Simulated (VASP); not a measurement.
# Be3Se4 (P-4m2) in VASP: notebook

Be3Se4 is run at these levels: PBE; tasks: single point, relaxation of cell and atoms.

All numbers are computed with VASP 6.6.1; they aren't measurements. Logs are shortened: lines on timing, memory, paths and dates and some standing lists are left out, and cuts for length are marked.

## Step 1: The cell of the first run

Symmetry: P-4m2, No. 115, tetragonal system. Conventional cell: a = 3.591 Å, b = 3.591 Å, c = 10.432 Å, α = 90.00°, β = 90.00°, γ = 90.00°. Within 2.9 Å of Be (site symmetry -4m2) lie 4 Se at 2.21 Å. Within 2.9 Å of Be (site symmetry 2mm) lie 4 Se at 2.19 to 2.25 Å. Within 2.9 Å of Se (site symmetry 2mm) lie 4 Be at 2.21 to 2.25 Å. Se (site symmetry 2mm) has 2 Be at 2.19 Å within 2.9 Å.

## Step 2: Single point, PBE

File INCAR:

```
SYSTEM = Be3Se4
  ALGO = Normal
  EDIFF = 1E-6
  ENCUT = 520
  GGA = PE
  ISIF = 2
  ISMEAR = 0
  LASPH = .True.
  LCHARG = .False.
  LREAL = .False.
  LWAVE = .False.
  NBANDS = 24
  NELM = 100
  PREC = Accurate
  SIGMA = 0.2
```

File KPOINTS:

```
k-points
0
Gamma
  5 5 2
  0 0 0
```

File POSCAR:

```
Be3Se4
1.0
    3.5911273840      0.0000000000      0.0000000000
    0.0000000000      3.5911273840      0.0000000000
    0.0000000000      0.0000000000     10.4323865176
Be Se
3 4
Direct
    0.0000000000      0.0000000000      0.0000000000
    0.5000000000      0.5000000000      0.2538401986
    0.5000000000      0.5000000000      0.7461598014
    0.5000000000      0.0000000000      0.8760467349
    0.0000000000      0.5000000000      0.1239532651
    0.5000000000      0.0000000000      0.3735645323
    0.0000000000      0.5000000000      0.6264354677
```

Potentials or basis: VASP PAW PBE potentials, release 64 (Be, Se).

On the command line:

```bash
cat potpaw_PBE.64/Be/POTCAR potpaw_PBE.64/Se/POTCAR > POTCAR
mpirun -np 1 vasp_std > vasp.out
```

OUTCAR:

```text
SYSTEM = Be3Se4
   EDIFF = 1E-6
   ENCUT = 520
   GGA = PE
   ISIF = 2
   ISMEAR = 0
   LASPH = .True.
   LREAL = .False.
   NELM = 100
   PREC = Accurate

 ion  position               nearest neighbor table
   1  0.000  0.000  0.000-   4 2.21   5 2.21   5 2.21   4 2.21
   2  0.500  0.500  0.254-   6 2.19   6 2.19   5 2.25   5 2.25
   3  0.500  0.500  0.746-   7 2.19   7 2.19   4 2.25   4 2.25
   4  0.500  0.000  0.876-   1 2.21   1 2.21   3 2.25   3 2.25
   5  0.000  0.500  0.124-   1 2.21   1 2.21   2 2.25   2 2.25
   6  0.500  0.000  0.374-   2 2.19   2 2.19
   7  0.000  0.500  0.626-   3 2.19   3 2.19

  LATTYP: Found a simple tetragonal cell.
 ALAT       =     3.5911273840
 C/A-ratio  =     2.9050449628

  Lattice vectors:

 A1 = (   3.5911273840,   0.0000000000,   0.0000000000)
 A2 = (   0.0000000000,   3.5911273840,   0.0000000000)
 A3 = (   0.0000000000,   0.0000000000,  10.4323865176)

Analysis of symmetry for initial positions (statically):
=====================================================================
 Subroutine PRICEL returns:
 Original cell was already a primitive cell.

 Routine SETGRP: Setting up the symmetry group for a
 simple tetragonal supercell.

 Subroutine GETGRP returns: Found  8 space group operations
 (whereof  8 operations were pure point group operations)
 out of a pool of 16 trial point group operations.

The static configuration has the point symmetry D_2d.

Analysis of symmetry for dynamics (positions and initial velocities):
=====================================================================
 Subroutine PRICEL returns:
 Original cell was already a primitive cell.

 Routine SETGRP: Setting up the symmetry group for a
 simple tetragonal supercell.

 Subroutine GETGRP returns: Found  8 space group operations
 (whereof  8 operations were pure point group operations)
 out of a pool of 16 trial point group operations.

The dynamic configuration has the point symmetry D_2d.

 Subroutine INISYM returns: Found  8 space group operations
 (whereof  8 operations are pure point group operations),
 and found     1 'primitive' translations

----------------------------------------------------------------------------------------

                                     Primitive cell

  volume of cell :     134.5381

  direct lattice vectors                    reciprocal lattice vectors
     3.591127384  0.000000000  0.000000000     0.278464085  0.000000000  0.000000000
     0.000000000  3.591127384  0.000000000     0.000000000  0.278464085  0.000000000
     0.000000000  0.000000000 10.432386518     0.000000000  0.000000000  0.095855344

  length of vectors
     3.591127384  3.591127384 10.432386518     0.278464085  0.278464085  0.095855344

  position of ions in fractional coordinates (direct lattice)
     0.000000000  0.000000000  0.000000000
     0.500000000  0.500000000  0.253840199
     0.500000000  0.500000000  0.746159801
     0.500000000  0.000000000  0.876046735
     0.000000000  0.500000000  0.123953265
     0.500000000  0.000000000  0.373564532
     0.000000000  0.500000000  0.626435468

  ion indices of the primitive-cell ions
   primitive index   ion index
                 1           1
                 2           2
                 3           3
                 4           4
                 5           5
                 6           6
                 7           7

----------------------------------------------------------------------------------------

 KPOINTS: k-points

Automatic generation of k-mesh.
 Grid dimensions read from file:
 generate k-points for:    5    5    2

 Generating k-lattice:

  Cartesian coordinates                     Fractional coordinates (reciprocal lattice)
     0.055692817  0.000000000  0.000000000     0.200000000  0.000000000  0.000000000
     0.000000000  0.055692817  0.000000000     0.000000000  0.200000000  0.000000000
     0.000000000  0.000000000  0.047927672     0.000000000  0.000000000  0.500000000

  Length of vectors
     0.055692817  0.055692817  0.047927672

  Shift w.r.t. Gamma in fractional coordinates (k-lattice)
     0.000000000  0.000000000  0.000000000

 Subroutine IBZKPT returns following result:
 ===========================================

 Found     12 irreducible k-points:

 Following reciprocal coordinates:
            Coordinates               Weight
  0.000000  0.000000  0.000000      1.000000
  0.200000  0.000000  0.000000      4.000000
  0.400000  0.000000  0.000000      4.000000
  0.200000  0.200000  0.000000      4.000000
  0.400000  0.200000  0.000000      8.000000
  0.400000  0.400000  0.000000      4.000000
  0.000000  0.000000  0.500000      1.000000
  0.200000  0.000000  0.500000      4.000000
  0.400000  0.000000  0.500000      4.000000
  0.200000  0.200000  0.500000      4.000000
  0.400000  0.200000  0.500000      8.000000
  0.400000  0.400000  0.500000      4.000000
   k-points           NKPTS =     12   k-points in BZ     NKDIM =     12   number of bands    NBANDS=     24
   number of dos      NEDOS =    301   number of ions     NIONS =      7
   total plane-waves  NPLWV =  62720
   dimension x,y,z NGX =    28 NGY =   28 NGZ =   80
   dimension x,y,z NGXF=    56 NGYF=   56 NGZF=  160
   ions per type =               3   4
   NGX,Y,Z   is equivalent  to a cutoff of  12.96, 12.96, 12.75 a.u.
   NGXF,Y,Z  is equivalent  to a cutoff of  25.92, 25.92, 25.50 a.u.
 SYSTEM =  Be3Se4
   PREC   = accura    normal or accurate (medium, high low for compatibility)
   ISTART =      0    job   : 0-new  1-cont  2-samecut
   ICHARG =      2    charge: 1-file 2-atom 10-const
   ISPIN  =      1    spin polarized calculation?
   LNONCOLLINEAR =      F non collinear calculations
   LSORBIT =      F    spin-orbit coupling
   LASPH  =      T    aspherical Exc in radial PAW
   ENCUT  =  520.0 eV  38.22 Ry    6.18 a.u.   6.68  6.68 19.40*2*pi/ulx,y,z
   NELM   =    100;   NELMIN=  2; NELMDL= -5     # of ELM steps
   EDIFF  = 0.1E-05   stopping-criterion for ELM
   LREAL  =      F    real-space projection
   EDIFFG = 0.1E-04   stopping-criterion for IOM
   NSW    =      0    number of steps for IOM
   IBRION =     -1    ionic relax: 0-MD 1-quasi-New 2-CG
   NFREE  =      0    steps in history (QN), initial steepest desc. (CG)
   ISIF   =      2    stress and relaxation
   ISYM   =      2    0-nonsym 1-usesym 2-fastsym
   POTIM  = 0.5000    time-step for ionic-motion
   TEBEG  =    0.0;   TEEND  =   0.0 temperature during run
   PSTRESS=    0.0 pullay stress
   NELECT =      30.0000    total number of electrons
   NUPDOWN=      -1.0000    fix difference up-down
   EMIN   =  10.00;   EMAX   =-10.00  energy-range for DOS
   EFERMI =   0.00;   METHOD = LEGACY
   ISMEAR =     0;   SIGMA  =   0.20  broadening in eV -4-tet -1-fermi 0-gaus
   EFERMI_NEDOS =   21; number of points for ismear=-14 and -15
   IALGO  =     38    algorithm
   IMIX   =      4    mixing-type and parameters
     AMIX     =   0.40;   BMIX     =  1.00
     AMIX_MAG =   1.60;   BMIX_MAG =  1.00
  volume/ion in A,a.u.               =      19.22       129.70
  Fermi-wavevector in a.u.,A,eV,Ry     =   0.992735  1.875998 13.408861  0.985523
  Thomas-Fermi vector in A             =   2.124568
   LORBIT       =      0    0 simple, 1 ext, 2 COOP (PROOUT), +10 PAW based schemes
   GGA     = PE    functional components
   LHFCALC =     F    Hartree Fock is set to
   AEXX    =    0.0000 exact exchange contribution
   IVDW    =     0    specifies the selected vdW correction
   LEPSILON=     F    determine dielectric tensor
   LRPA    =     F    only Hartree local field effects (RPA)
 non-spin polarized calculation
 Gauss-broadening in eV      SIGMA  =   0.20
  energy-cutoff  :      520.00
  volume of cell :      134.54
 maximum number of plane-waves:      3649
 NGX is ok and might be reduce to    28
   NGX = 13   NGY = 13   NGZ = 39

 number of electron      30.0000006 magnetization

 Free energy of the ion-electron system (eV)
  ---------------------------------------------------
  ext. energy  EPLUGINS =         0.00000000
  ---------------------------------------------------
  free energy    TOTEN  =       -28.48853934 eV

  energy without entropy =      -28.41500716  energy(sigma->0) =      -28.45177325

 E-fermi :   2.4569     XC(G=0):  -9.1982

 val. band max:        2.4562499244   @ k =   0.4000   0.2000   0.0000
 cond. band min:       2.5729032710   @ k =   0.2000   0.0000   0.5000
 fundamental gap:      0.1166533466
 Fermi energy:         2.4569464725

 k-point     1 :       0.0000    0.0000    0.0000
  band No.  band energies     occupation
      1     -11.1941      2.00000
      2     -10.4268      2.00000
      3      -9.8850      2.00000
      4      -9.1647      2.00000
      5      -2.1699      2.00000
      6      -0.0753      2.00000
[... 16 lines left out ...]
     23       8.5356      0.00000
     24       8.6570      0.00000

 k-point     2 :       0.2000    0.0000    0.0000
  band No.  band energies     occupation
      1     -10.9405      2.00000
      2     -10.2494      2.00000
      3      -9.7106      2.00000
      4      -9.1275      2.00000
      5      -2.0204      2.00000
      6      -1.3041      2.00000
[... 16 lines left out ...]
     23       9.2780      0.00000
     24       9.7563      0.00000

 k-point     3 :       0.4000    0.0000    0.0000
  band No.  band energies     occupation
      1     -10.3347      2.00000
      2      -9.9886      2.00000
      3      -9.3898      2.00000
      4      -9.1732      2.00000
      5      -2.6633      2.00000
      6      -2.6574      2.00000
[... 16 lines left out ...]
     23       9.2370      0.00000
     24      10.2985      0.00000
[... 190 lines left out ...]
 k-point    11 :       0.4000    0.2000    0.5000
  band No.  band energies     occupation
      1     -10.1280      2.00000
      2      -9.8433      2.00000
      3      -9.2191      2.00000
      4      -9.0437      2.00000
      5      -2.4131      2.00000
      6      -2.2703      2.00000
[... 16 lines left out ...]
     23      10.0126      0.00000
     24      10.3370      0.00000

 k-point    12 :       0.4000    0.4000    0.5000
  band No.  band energies     occupation
      1      -9.7161      2.00000
      2      -9.5858      2.00000
      3      -8.9100      2.00000
      4      -8.8355      2.00000
      5      -2.1968      2.00000
      6      -1.9899      2.00000
[... 16 lines left out ...]
     23       9.4424      0.00000
     24      10.1332      0.00000

------------------------ aborting loop because EDIFF is reached ----------------------------------------

  FORCE on cell =-STRESS in cart. coord.  units (eV):
  Direction    XX          YY          ZZ          XY          YZ          ZX
  --------------------------------------------------------------------------------------
  -------------------------------------------------------------------------------------
  Total        0.1124502      0.1124502      0.2332782      0.0000000     -0.0000000      0.0000000
  in kB        1.3391380      1.3391380      2.7780461      0.0000000     -0.0000000      0.0000000
  external PRESSURE =       1.8187740 kB  Pullay stress =       0.0000000 kB

 VOLUME and BASIS-vectors are now :
 -----------------------------------------------------------------------------
  energy-cutoff  :      520.00
  volume of cell :      134.54
      direct lattice vectors                 reciprocal lattice vectors
     3.591127384  0.000000000  0.000000000     0.278464085  0.000000000  0.000000000
     0.000000000  3.591127384  0.000000000     0.000000000  0.278464085  0.000000000
     0.000000000  0.000000000 10.432386518     0.000000000  0.000000000  0.095855344

 POSITION                                       TOTAL-FORCE (eV/Angst)
 -----------------------------------------------------------------------------------
      0.00000      0.00000      0.00000        -0.000000     -0.000000      0.000000
      1.79556      1.79556      2.64816        -0.000000      0.000000     -0.002387
      1.79556      1.79556      7.78423        -0.000000     -0.000000      0.002387
      1.79556      0.00000      9.13926        -0.000000      0.000000     -0.016017
      0.00000      1.79556      1.29313        -0.000000     -0.000000      0.016017
      1.79556      0.00000      3.89717        -0.000000      0.000000      0.003178
      0.00000      1.79556      6.53522         0.000000      0.000000     -0.003178
 -----------------------------------------------------------------------------------
    total drift:                                0.000000     -0.000000      0.000000

  FREE ENERGIE OF THE ION-ELECTRON SYSTEM (eV)
  ---------------------------------------------------
  free  energy   TOTEN  =       -28.4885393428 eV

  energy  without entropy=      -28.4150071608  energy(sigma->0) =      -28.45177325
```

Run time: 43 s. Hardware: 1 thread of Intel Xeon Platinum 8488C (Sapphire Rapids), shared host; peak memory 0.23 GiB.

Results:

| Quantity | Value |
| --- | --- |
| Free energy | -28.4885 eV |
| Pressure | 0.2 GPa |
| Largest force | 0.016 eV/Å |
| Band gap on the k mesh | zero (bands 15 and 16 overlap by 1.81 eV) |

Forces in eV/Å, atoms in the order of the input:
```
Be   0.000  0.000  0.000
Be   0.000  0.000 -0.002
Be   0.000  0.000  0.002
Se   0.000  0.000 -0.016
Se   0.000  0.000  0.016
Se   0.000  0.000  0.003
Se   0.000  0.000 -0.003
```

Stress tensor (GPa, compression positive):
```
0.13 0.00 0.00
0.00 0.13 0.00
0.00 0.00 0.28
```

Levels at points of the mesh, in eV from the Fermi level:
```tsv
k point	band 12	band 13	band 14	band 15	band 16	band 17	band 18	band 19
(0.00, 0.00, 0.00)	-0.51	-0.51	0.65	0.91	0.91	3.19	4.20	4.69
(0.00, 0.00, 0.50)	-0.29	-0.29	-0.20	0.76	0.76	3.31	3.96	4.80
```

## Step 3: Relaxation of cell and atoms, PBE

This run uses another cell than the first one, of 18.45 Å³/atom.

File INCAR:

```
PREC = Accurate ; ENCUT = 600
EDIFF = 1E-6 ; ISMEAR = 0
SIGMA = 0.2 ; LREAL = False
LASPH = True ; NELM = 100
ALGO = Normal ; ISIF = 3
LWAVE = False ; LCHARG = False
GGA = PE ; IBRION = 2
NSW = 36 ; EDIFFG = -0.08
```

File KPOINTS:

```
Automatic mesh
0
Gamma
  5 5 2
```

File POSCAR:

```
Be3Se4
1.0
    3.6300000000      0.0000000000      0.0000000000
    0.0000000000      3.6300000000      0.0000000000
    0.0000000000      0.0000000000      9.8000000000
Be Se
3 4
Direct
    0.0000000000      0.0000000000      0.0000000000
    0.5000000000      0.5000000000      0.2620000000
    0.5000000000      0.5000000000      0.7380000000
    0.5000000000      0.0000000000      0.8690000000
    0.0000000000      0.5000000000      0.1310000000
    0.5000000000      0.0000000000      0.3930000000
    0.0000000000      0.5000000000      0.6070000000
```

Potentials or basis: VASP PAW PBE potentials, release 64 (Be, Se).

On the command line:

```bash
cat potpaw_PBE.64/Be/POTCAR potpaw_PBE.64/Se/POTCAR > POTCAR
mpirun -np 1 vasp_std > vasp.out
```

Wall time 3.7 min (1 thread of Intel Xeon Platinum 8488C (Sapphire Rapids), shared host); peak memory 0.27 GiB.

It converged, with:

- Free energy: -28.4833 eV
- Relaxed volume: 18.98 Å³/atom
- Relaxed cell: a = 3.596 Å, b = 3.596 Å, c = 10.274 Å, α = 90.00°, β = 90.00°, γ = 90.00°
- Space group after relaxing (to 0.1 Å): P-4m2 (No. 115)
- Energy gained by relaxing: 9.3 meV/atom
- Ionic steps: 9
- Pressure after relaxing: 0.1 GPa
- Largest force after relaxing: 0.075 eV/Å
- Band gap on the k mesh: zero (bands 15 and 16 overlap by 1.69 eV)

Forces on the atoms (eV/Å):
```
Be   0.000  0.000  0.000
Be   0.000  0.000  0.032
Be   0.000  0.000 -0.032
Se   0.000  0.000 -0.035
Se   0.000  0.000  0.035
Se   0.000  0.000 -0.075
Se   0.000  0.000  0.075
```

Stress tensor (GPa, compression positive):
```
0.02 0.00 0.00
0.00 0.02 0.00
0.00 0.00 0.15
```

Step by step:
```tsv
step	energy change (eV)	largest force (eV/Å)	pressure (GPa)	volume (Å³)
1	0.0000	0.2441	0.56	129.13
2	-0.0232	0.2050	0.04	130.34
3	-0.0338	0.1841	-0.60	131.95
4	-0.0430	0.1698	0.08	130.87
5	-0.0437	0.1875	0.32	130.51
6	-0.0491	0.1107	0.16	131.03
7	-0.0522	0.1887	-0.06	131.76
8	-0.0571	0.1339	-0.04	132.03
9	-0.0648	0.0752	0.06	132.83
```

Final structure:
```
Be Se
1.0
     3.59559    0.00000    0.00000
     0.00000    3.59559    0.00000
     0.00000    0.00000   10.27424
Be Se
3 4
Cartesian
  0.0000 0.0000 0.0000
  1.7978 1.7978 2.6454
  1.7978 1.7978 7.6288
  1.7978 0.0000 8.9794
  3.5956 1.7978 1.2948
  1.7978 0.0000 3.9099
  0.0000 1.7978 6.3643
```

Levels at points of the mesh, in eV from the Fermi level:
```tsv
k point	band 12	band 13	band 14	band 15	band 16	band 17	band 18	band 19
(0.00, 0.00, 0.00)	-0.62	-0.62	0.67	0.89	0.89	3.12	4.16	4.64
(0.00, 0.00, 0.50)	-0.31	-0.31	-0.17	0.69	0.69	3.28	3.86	4.76
```

Caveat: the relaxation stopped at a loose force limit of 0.08 eV/Å, so its end isn't a converged minimum.

[end of part 1 of 2]
